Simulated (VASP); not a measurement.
A run of VASP 6.6.1 is set up as follows.

File POSCAR:

```
Sn
1.0
   -1.8946518192      1.8946518192      1.8946518192
    1.8946518192     -1.8946518192      1.8946518192
    1.8946518192      1.8946518192     -1.8946518192
Sn
1
Direct
    0.0000000000      0.0000000000      0.0000000000
```

INCAR.step1

```
SYSTEM = Sn
  PREC = Accurate
  ENCUT = 520
  EDIFF = 1E-5
  ISMEAR = -1
  SIGMA = 0.05
  LREAL = .False.
  LASPH = .True.
  NELM = 60
  ALGO = Normal
  ISIF = 2
  LWAVE = .True.
  GGA = PE
  NBANDS = 13
```

The input INCAR.step2:

```
SYSTEM = Sn
  PREC = Accurate
  ENCUT = 520
  EDIFF = 1E-6
  ISMEAR = -1
  SIGMA = 0.05
  LREAL = .False.
  LASPH = .True.
  NELM = 60
  ALGO = Normal
  ISIF = 2
  LWAVE = .False.
  LCHARG = .True.
  GGA = PE
  LHFCALC = .True.
  AEXX = 0.25
  PRECFOCK = Normal
  LELF = .True.
  LVHAR = .True.
  ISTART = 1
  NBANDS = 13
```

Contents of KPOINTS:

```
regular mesh
0
Gamma
  6 6 6
  0 0 0
```

Potentials or basis: VASP PAW PBE potentials, release 64 (Sn_d).

Launch:

```sh
$ cat potpaw_PBE.64/Sn_d/POTCAR > POTCAR
$ cp INCAR.step1 INCAR
$ mpirun -np 1 vasp_std > vasp.out
$ cp INCAR.step2 INCAR
$ mpirun -np 1 vasp_std > vasp.out
```

What does it give for the pressure?

-1.1 GPa.

Predict the band gap on the k mesh.

zero (band 7 reaches 17.29 eV, above the bottom of band 8 at 4.88 eV).

Caveat: the k points lie up to 0.39 Å⁻¹ apart; the PAW data sets were made with another functional, which shifts forces and pressure a little; spin-orbit coupling is left out, which moves the levels of the heavy elements.
